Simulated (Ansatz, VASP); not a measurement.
TaN in VASP and in Ansatz

```
Ta N
1.0
     5.19600    0.00000    0.00000
    -2.59800    4.49987    0.00000
     0.00000    0.00000    2.96922
Ta N
3 3
Cartesian
  0.0000 2.9999 1.4846
  2.5980 1.5000 1.4846
  0.0000 0.0000 0.0000
  2.0412 0.0000 0.0000
  1.5774 2.7321 0.0000
  -1.0206 1.7678 0.0000
```

Change from the starting cell: zz strain of +2 %.

Alike in both runs: task single point; functional PBE; k mesh 6 × 6 × 9; occupations fermi-dirac, width 0.01 eV; no spin polarisation.

|  | VASP | Ansatz |
| --- | --- | --- |
| version | VASP 6.6.1 | Ansatz 0.2.0 |
| potentials or method | VASP PAW PBE potentials, release 64 (Ta_pv, N), cutoff 520 eV | all-electron LAPW, scalar-relativistic |

Ansatz gave:

- pressure (GPa): -1.4
- traceless stress, the component that is largest in VASP (GPa): -6.29
- rms of the force components (eV/Å): 0.020

What did VASP give for the same quantities?

Pressure (GPa): -0.9; traceless stress, the component that is largest in VASP (GPa): -6.46; rms of the force components (eV/Å): 0.029.

Atom by atom the forces differ by 0.009 eV/Å (rms over components). Ansatz ran all-electron here, and VASP with PAW potentials.

Spin-orbit coupling is off throughout.
